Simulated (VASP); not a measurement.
# Zr (P6_3/mmc) in VASP: a series of runs

Runs on Zr. Level: PBEsol. Tasks: single point.

Everything below comes from runs of VASP 6.6.1. Logs are shortened: lines on timing, memory, paths and dates and some standing lists are left out, and cuts for length are marked.

## (1) The cell of the first run

The structure is hexagonal, space group P6_3/mmc (No. 194). Conventional cell: a = 3.075 Å, b = 3.075 Å, c = 5.018 Å, α = 90.00°, β = 90.00°, γ = 120.00°. Within 4.0 Å of Zr (site symmetry -6m2) lie 12 Zr at 3.07 Å.

## (2) Single point, PBEsol

Input file INCAR:

```
PREC = Accurate ; ENCUT = 520
EDIFF = 1E-6 ; ISMEAR = -1
SIGMA = 0.05 ; LREAL = F
LASPH = T ; NELM = 60
ALGO = Normal ; ISIF = 2
LWAVE = F ; LCHARG = F
GGA = PS ; NBANDS = 19
```

Input file KPOINTS:

```
Automatic mesh
0
Gamma
  9 9 5
```

Input file POSCAR:

```
Zr
1.0
    3.0747037905      0.0000000000      0.0000000000
   -1.5373518952      2.6627715917      0.0000000000
    0.0000000000      0.0000000000      5.0177957008
Zr
2
Direct
    0.6666666667      0.3333333333      0.7500000000
    0.3333333333      0.6666666667      0.2500000000
```

Potentials or basis: VASP PAW PBE potentials, release 64 (Zr_sv).

Started as:

```console
> cat potpaw_PBE.64/Zr_sv/POTCAR > POTCAR
> mpirun -np 1 vasp_std > vasp.out
```

OUTCAR:

```text
PREC = Accurate
   ENCUT = 520
   EDIFF = 1E-6
   ISMEAR = -1
   LREAL = F
   LASPH = T
   NELM = 60
   ISIF = 2
   GGA = PS

 ion  position               nearest neighbor table
   1  0.667  0.333  0.750-   2 3.07   2 3.07   2 3.07   2 3.07   2 3.07   2 3.07
   2  0.333  0.667  0.250-   1 3.07   1 3.07   1 3.07   1 3.07   1 3.07   1 3.07

  LATTYP: Found a hexagonal cell.
 ALAT       =     3.0747037905
 C/A-ratio  =     1.6319606839

  Lattice vectors:

 A1 = (   3.0747037905,   0.0000000000,   0.0000000000)
 A2 = (  -1.5373518952,   2.6627715917,   0.0000000000)
 A3 = (   0.0000000000,   0.0000000000,   5.0177957008)

Analysis of symmetry for initial positions (statically):
=====================================================================
 Subroutine PRICEL returns:
 Original cell was already a primitive cell.

 Routine SETGRP: Setting up the symmetry group for a
 hexagonal supercell.

 Subroutine GETGRP returns: Found 24 space group operations
 (whereof 12 operations were pure point group operations)
 out of a pool of 24 trial point group operations.

The static configuration has the point symmetry D_3d.
 The point group associated with its full space group is D_6h.

Analysis of symmetry for dynamics (positions and initial velocities):
=====================================================================
 Subroutine PRICEL returns:
 Original cell was already a primitive cell.

 Routine SETGRP: Setting up the symmetry group for a
 hexagonal supercell.

 Subroutine GETGRP returns: Found 24 space group operations
 (whereof 12 operations were pure point group operations)
 out of a pool of 24 trial point group operations.

The dynamic configuration has the point symmetry D_3d.
 The point group associated with its full space group is D_6h.

 Subroutine INISYM returns: Found 24 space group operations
 (whereof 12 operations are pure point group operations),
 and found     1 'primitive' translations

----------------------------------------------------------------------------------------

                                     Primitive cell

  volume of cell :      41.0819

  direct lattice vectors                    reciprocal lattice vectors
     3.074703791  0.000000000  0.000000000     0.325234581  0.187774273  0.000000000
    -1.537351895  2.662771592  0.000000000     0.000000000  0.375548546  0.000000000
     0.000000000  0.000000000  5.017795701     0.000000000  0.000000000  0.199290696

  length of vectors
     3.074703791  3.074703790  5.017795701     0.375548546  0.375548546  0.199290696

  position of ions in fractional coordinates (direct lattice)
     0.666666667  0.333333333  0.750000000
     0.333333333  0.666666667  0.250000000

  ion indices of the primitive-cell ions
   primitive index   ion index
                 1           1
                 2           2

----------------------------------------------------------------------------------------

 KPOINTS: Automatic mesh

Automatic generation of k-mesh.
 Grid dimensions read from file:
 generate k-points for:    9    9    5

 Generating k-lattice:

  Cartesian coordinates                     Fractional coordinates (reciprocal lattice)
     0.036137176  0.020863808  0.000000000     0.111111111  0.000000000  0.000000000
     0.000000000  0.041727616  0.000000000     0.000000000  0.111111111  0.000000000
     0.000000000  0.000000000  0.039858139     0.000000000  0.000000000  0.200000000

  Length of vectors
     0.041727616  0.041727616  0.039858139

  Shift w.r.t. Gamma in fractional coordinates (k-lattice)
     0.000000000  0.000000000  0.000000000

 Subroutine IBZKPT returns following result:
 ===========================================

 Found     36 irreducible k-points:

 Following reciprocal coordinates:
            Coordinates               Weight
  0.000000  0.000000  0.000000      1.000000
  0.111111 -0.000000  0.000000      6.000000
  0.222222  0.000000  0.000000      6.000000
  0.333333  0.000000  0.000000      6.000000
  0.444444  0.000000  0.000000      6.000000
  0.111111  0.111111  0.000000      6.000000
[... 16 lines left out ...]
  0.333333  0.222222  0.200000     24.000000
  0.333333  0.333333  0.200000      4.000000
 [... further k-points ...]
   k-points           NKPTS =     36   k-points in BZ     NKDIM =     36   number of bands    NBANDS=     19
   number of dos      NEDOS =    301   number of ions     NIONS =      2
   total plane-waves  NPLWV =  23040
   dimension x,y,z NGX =    24 NGY =   24 NGZ =   40
   dimension x,y,z NGXF=    48 NGYF=   48 NGZF=   80
   ions per type =               2
   NGX,Y,Z   is equivalent  to a cutoff of  12.98, 12.98, 13.25 a.u.
   NGXF,Y,Z  is equivalent  to a cutoff of  25.95, 25.95, 26.51 a.u.
 SYSTEM =  unknown system
   PREC   = accura    normal or accurate (medium, high low for compatibility)
   ISTART =      0    job   : 0-new  1-cont  2-samecut
   ICHARG =      2    charge: 1-file 2-atom 10-const
   ISPIN  =      1    spin polarized calculation?
   LNONCOLLINEAR =      F non collinear calculations
   LSORBIT =      F    spin-orbit coupling
   LASPH  =      T    aspherical Exc in radial PAW
   ENCUT  =  520.0 eV  38.22 Ry    6.18 a.u.   5.72  5.72  9.33*2*pi/ulx,y,z
   NELM   =     60;   NELMIN=  2; NELMDL= -5     # of ELM steps
   EDIFF  = 0.1E-05   stopping-criterion for ELM
   LREAL  =      F    real-space projection
   EDIFFG = 0.1E-04   stopping-criterion for IOM
   NSW    =      0    number of steps for IOM
   IBRION =     -1    ionic relax: 0-MD 1-quasi-New 2-CG
   NFREE  =      0    steps in history (QN), initial steepest desc. (CG)
   ISIF   =      2    stress and relaxation
   ISYM   =      2    0-nonsym 1-usesym 2-fastsym
   POTIM  = 0.5000    time-step for ionic-motion
   TEBEG  =    0.0;   TEEND  =   0.0 temperature during run
   PSTRESS=    0.0 pullay stress
   NELECT =      24.0000    total number of electrons
   NUPDOWN=      -1.0000    fix difference up-down
   EMIN   =  10.00;   EMAX   =-10.00  energy-range for DOS
   EFERMI =   0.00;   METHOD = LEGACY
   ISMEAR =    -1;   SIGMA  =   0.05  broadening in eV -4-tet -1-fermi 0-gaus
   EFERMI_NEDOS =   21; number of points for ismear=-14 and -15
   IALGO  =     38    algorithm
   IMIX   =      4    mixing-type and parameters
     AMIX     =   0.40;   BMIX     =  1.00
     AMIX_MAG =   1.60;   BMIX_MAG =  1.00
  volume/ion in A,a.u.               =      20.54       138.62
  Fermi-wavevector in a.u.,A,eV,Ry     =   1.368554  2.586192 25.482887  1.872939
  Thomas-Fermi vector in A             =   2.494508
   LORBIT       =      0    0 simple, 1 ext, 2 COOP (PROOUT), +10 PAW based schemes
   GGA     = PS    functional components
   LHFCALC =     F    Hartree Fock is set to
   AEXX    =    0.0000 exact exchange contribution
   IVDW    =     0    specifies the selected vdW correction
   LEPSILON=     F    determine dielectric tensor
   LRPA    =     F    only Hartree local field effects (RPA)
 non-spin polarized calculation
  energy-cutoff  :      520.00
  volume of cell :       41.08
 maximum number of plane-waves:      1116
 NGX is ok and might be reduce to    24
   NGX = 11   NGY = 11   NGZ = 19

 number of electron      24.0000000 magnetization

 Free energy of the ion-electron system (eV)
  ---------------------------------------------------
  ext. energy  EPLUGINS =         0.00000000
  ---------------------------------------------------
  free energy    TOTEN  =       -18.05793141 eV

  energy without entropy =      -18.03981307  energy(sigma->0) =      -18.04887224

 E-fermi :  10.3228     XC(G=0): -11.7878

 val. band max:       10.3126206575   @ k =   0.2222   0.2222   0.4000
 cond. band min:      10.3253751456   @ k =   0.2222   0.1111   0.4000
 fundamental gap:      0.0127544882
 Fermi energy:        10.3228166406

 k-point     1 :       0.0000    0.0000    0.0000
  band No.  band energies     occupation
      1     -38.1921      2.00000
      2     -37.9543      2.00000
      3     -16.9653      2.00000
      4     -15.6791      2.00000
      5     -15.6791      2.00000
      6     -15.5293      2.00000
[... 11 lines left out ...]
     18      12.8872      0.00000
     19      15.4247      0.00000

 k-point     2 :       0.1111   -0.0000    0.0000
  band No.  band energies     occupation
      1     -38.1679      2.00000
      2     -37.9425      2.00000
      3     -16.9100      2.00000
      4     -15.8144      2.00000
      5     -15.7207      2.00000
      6     -15.6352      2.00000
[... 11 lines left out ...]
     18      12.5423      0.00000
     19      15.6713      0.00000

 k-point     3 :       0.2222    0.0000    0.0000
  band No.  band energies     occupation
      1     -38.1043      2.00000
      2     -37.9143      2.00000
      3     -16.7572      2.00000
      4     -16.1532      2.00000
      5     -15.9659      2.00000
      6     -15.8200      2.00000
[... 11 lines left out ...]
     18      13.3886      0.00000
     19      16.0566      0.00000

 k-point     4 :       0.3333    0.0000    0.0000
  band No.  band energies     occupation
      1     -38.0254      2.00000
      2     -37.8877      2.00000
      3     -16.5468      2.00000
      4     -16.5298      2.00000
      5     -16.3157      2.00000
      6     -15.9258      2.00000
[... 11 lines left out ...]
     18      14.8721      0.00000
     19      16.2890      0.00000

 k-point     5 :       0.4444    0.0000    0.0000
  band No.  band energies     occupation
      1     -37.9652      2.00000
      2     -37.8782      2.00000
      3     -16.7695      2.00000
      4     -16.5325      2.00000
      5     -16.3585      2.00000
      6     -15.9920      2.00000
[... 11 lines left out ...]
     18      16.3746      0.00000
     19      16.3950      0.00000

 k-point     6 :       0.1111    0.1111    0.0000
  band No.  band energies     occupation
      1     -38.1240      2.00000
      2     -37.9225      2.00000
      3     -16.8058      2.00000
      4     -16.0129      2.00000
      5     -15.9326      2.00000
      6     -15.7401      2.00000
[... 11 lines left out ...]
     18      13.1930      0.00000
     19      15.8317      0.00000

 k-point     7 :       0.2222    0.1111    0.0000
  band No.  band energies     occupation
      1     -38.0524      2.00000
      2     -37.8953      2.00000
      3     -16.6224      2.00000
      4     -16.3430      2.00000
      5     -16.2218      2.00000
      6     -15.8890      2.00000
[... 11 lines left out ...]
     18      14.7076      0.00000
     19      15.9902      0.00000

 k-point     8 :       0.3333    0.1111    0.0000
  band No.  band energies     occupation
      1     -37.9808      2.00000
      2     -37.8790      2.00000
      3     -16.6459      2.00000
      4     -16.4405      2.00000
      5     -16.4121      2.00000
      6     -16.0260      2.00000
[... 256 lines left out ...]
 k-point    20 :       0.3333    0.1111    0.2000
  band No.  band energies     occupation
      1     -37.9712      2.00000
      2     -37.8888      2.00000
      3     -16.7292      2.00000
      4     -16.5442      2.00000
      5     -16.2367      2.00000
      6     -16.0034      2.00000
[... 11 lines left out ...]
     18      15.7254      0.00000
     19      16.7670      0.00000

 k-point    21 :       0.4444    0.1111    0.2000
  band No.  band energies     occupation
      1     -37.9400      2.00000
      2     -37.8848      2.00000
      3     -16.8200      2.00000
      4     -16.6215      2.00000
      5     -16.2039      2.00000
      6     -16.0140      2.00000
[... 11 lines left out ...]
     18      16.2622      0.00000
     19      17.3319      0.00000

 k-point    22 :       0.2222    0.2222    0.2000
  band No.  band energies     occupation
      1     -37.9767      2.00000
      2     -37.8898      2.00000
      3     -16.6135      2.00000
      4     -16.5320      2.00000
      5     -16.1910      2.00000
      6     -16.0879      2.00000
[... 11 lines left out ...]
     18      15.7680      0.00000
     19      16.8888      0.00000

 k-point    23 :       0.3333    0.2222    0.2000
  band No.  band energies     occupation
      1     -37.9282      2.00000
      2     -37.8845      2.00000
      3     -16.6807      2.00000
      4     -16.5529      2.00000
      5     -16.2927      2.00000
      6     -16.0829      2.00000
[... 11 lines left out ...]
     18      16.1584      0.00000
     19      18.0212      0.00000

 k-point    24 :       0.3333    0.3333    0.2000
  band No.  band energies     occupation
      1     -37.8970      2.00000
      2     -37.8970      2.00000
      3     -16.5321      2.00000
      4     -16.4987      2.00000
      5     -16.4987      2.00000
      6     -16.1751      2.00000
[... 11 lines left out ...]
     18      15.3300      0.00000
     19      18.1663      0.00000

 [... further k-points ...]
[... 5 lines left out ...]
  --------------------------------------------------------------------------------------
  -------------------------------------------------------------------------------------
  Total        2.5849201      2.5849201      2.5866875      0.0000000      0.0000000     -0.0000000
  in kB      100.8109112    100.8109112    100.8798371      0.0000000      0.0000000     -0.0000000
  external PRESSURE =     100.8338865 kB  Pullay stress =       0.0000000 kB

 VOLUME and BASIS-vectors are now :
 -----------------------------------------------------------------------------
  energy-cutoff  :      520.00
  volume of cell :       41.08
      direct lattice vectors                 reciprocal lattice vectors
     3.074703791  0.000000000  0.000000000     0.325234581  0.187774273  0.000000000
    -1.537351895  2.662771592  0.000000000     0.000000000  0.375548546  0.000000000
     0.000000000  0.000000000  5.017795701     0.000000000  0.000000000  0.199290696

 POSITION                                       TOTAL-FORCE (eV/Angst)
 -----------------------------------------------------------------------------------
      1.53735      0.88759      3.76335        -0.000000     -0.000000      0.000000
     -0.00000      1.77518      1.25445         0.000000      0.000000      0.000000
 -----------------------------------------------------------------------------------
    total drift:                               -0.000000      0.000000     -0.000000

  FREE ENERGIE OF THE ION-ELECTRON SYSTEM (eV)
  ---------------------------------------------------
  free  energy   TOTEN  =       -18.0579314090 eV

  energy  without entropy=      -18.0398130669  energy(sigma->0) =      -18.04887224
```

Wall time 26 s (1 thread of Intel Xeon 8259CL, shared host); peak memory 0.16 GiB.

Results:

```
Free energy            : -18.0579 eV
Pressure               : 10.1 GPa
Band gap on the k mesh : zero (bands 12 and 13 overlap by 1.12 eV)
```

Levels at points of the mesh, in eV from the Fermi level:
| k point | band 8 | band 9 | band 10 | band 11 | band 12 | band 13 | band 14 | band 15 | band 16 | band 17 |
| --- | --- | --- | --- | --- | --- | --- | --- | --- | --- | --- |
| (0.00, 0.00, 0.00) | -25.82 | -5.85 | -3.38 | 0.82 | 0.91 | 0.91 | 1.53 | 1.67 | 1.67 | 2.56 |

Caveat: the cell stands under pressure; the PAW data sets were made with another functional, which shifts forces and pressure a little.

## (3) Single point, PBEsol

This run uses another cell than the first one, of 21.43 Å³/atom.

Input file INCAR:

```
ALGO = Fast
EDIFF = 1E-6
ENCUT = 520
GGA = PS
ISIF = 2
ISMEAR = -1
LASPH = T
LCHARG = F
LREAL = F
LWAVE = F
NBANDS = 19
NELM = 80
PREC = Accurate
SIGMA = 0.05
```

Input file KPOINTS:

```
k-points
0
Gamma
  9 9 5
```

Input file POSCAR:

```
Zr
1.0
    3.1269527831      0.0000000000      0.0000000000
   -1.5634763915      2.7080205466      0.0000000000
    0.0000000000      0.0000000000      5.0624331172
Zr
2
Direct
    0.6666666667      0.3333333333      0.7500000000
    0.3333333333      0.6666666667      0.2500000000
```

Potentials or basis: VASP PAW PBE potentials, release 64 (Zr_sv).

Started as:

```console
> cat potpaw_PBE.64/Zr_sv/POTCAR > POTCAR
> mpirun -np 1 vasp_std > vasp.out
```

Wall time 59 s (1 thread of Intel Xeon 8259CL, shared host); peak memory 0.16 GiB.

Results (log left out):

```yaml
Free_energy: -18.1426 eV
Pressure: 5.1 GPa
Band_gap_on_the_k_mesh: zero (bands 12 and 13 overlap by 1.12 eV)
```

Levels at points of the mesh, in eV from the Fermi level:
```csv
k point,band 8,band 9,band 10,band 11,band 12,band 13,band 14,band 15,band 16,band 17
"(0.00, 0.00, 0.00)",-25.97,-5.80,-3.27,0.89,0.90,0.90,1.40,1.64,1.64,2.42
```

Caveat: the cell stands under pressure; the PAW data sets were made with another functional, which shifts forces and pressure a little.

## (4) Single point, PBEsol

This run uses another cell than the first one, of 22.03 Å³/atom.

Input file INCAR:

```
SYSTEM = Zr
PREC     = Accurate       ! precision mode
ENCUT    = 520            ! plane-wave cutoff, eV
EDIFF    = 1E-7           ! SCF threshold, eV
ISMEAR   = -1             ! smearing method
SIGMA    = 0.05           ! smearing width, eV
LREAL    = .False.        ! projectors in reciprocal space
LASPH    = .True.         ! aspherical terms in the spheres
NELM     = 80             ! most SCF steps
ALGO     = Normal         ! electronic algorithm
ISIF     = 2              ! what is computed and relaxed
LWAVE    = .False.        ! write WAVECAR
LCHARG   = .False.        ! write CHGCAR
GGA      = PS             ! functional
NBANDS   = 19             ! bands
```

Input file KPOINTS:

```
Automatic mesh
0
Gamma
  9 9 5
  0 0 0
```

Input file POSCAR:

```
Zr
1.0
    3.1595404260      0.0000000000      0.0000000000
   -1.5797702130      2.7362422732      0.0000000000
    0.0000000000      0.0000000000      5.0966798867
Zr
2
Direct
    0.6666666667      0.3333333333      0.7500000000
    0.3333333333      0.6666666667      0.2500000000
```

Started as:

```console
> cat potpaw_PBE.64/Zr_sv/POTCAR > POTCAR
> mpirun -np 1 vasp_std > vasp.out
```

It took 32 s on 1 thread of Intel Xeon 8259CL, shared host; peak memory 0.17 GiB.

The run converged. Its results:

```yaml
Free_energy: -18.1696 eV
Pressure: 2.1 GPa
Band_gap_on_the_k_mesh: zero (bands 12 and 13 overlap by 1.13 eV)
```

Levels at points of the mesh, in eV from the Fermi level:
| k point | band 10 | band 11 | band 12 | band 13 | band 14 | band 15 |
| --- | --- | --- | --- | --- | --- | --- |
| (0.00, 0.00, 0.00) | -3.19 | 0.89 | 0.89 | 0.92 | 1.31 | 1.61 |

Caveat: the PAW data sets were made with another functional, which shifts forces and pressure a little.

## (5) Overview

| cell | gap on the mesh (eV) | pressure (GPa) |
| --- | --- | --- |
| a = 3.075, b = 3.075, c = 5.018 Å, angles 90.0, 90.0, 120.0°, 2 atoms | none | 10.1 |
| a = 3.127, b = 3.127, c = 5.062 Å, angles 90.0, 90.0, 120.0°, 2 atoms | none | 5.1 |
| a = 3.160, b = 3.160, c = 5.097 Å, angles 90.0, 90.0, 120.0°, 2 atoms | none | 2.1 |

Alike in all rows: task single point; level PBEsol; potentials or basis VASP PAW PBE potentials, release 64 (Zr_sv); no spin polarisation; k mesh 9 × 9 × 5; cutoff (eV) 520; smearing fermi-dirac 0.05 eV.

Caveats: the PAW data sets were made with another functional, which shifts forces and pressure a little; the cell stands under pressure (at least some runs).

Absolute energies hang on the potentials; compare differences alone.

The gap in the log of VASP goes by the Fermi energy; the results here count the filled bands.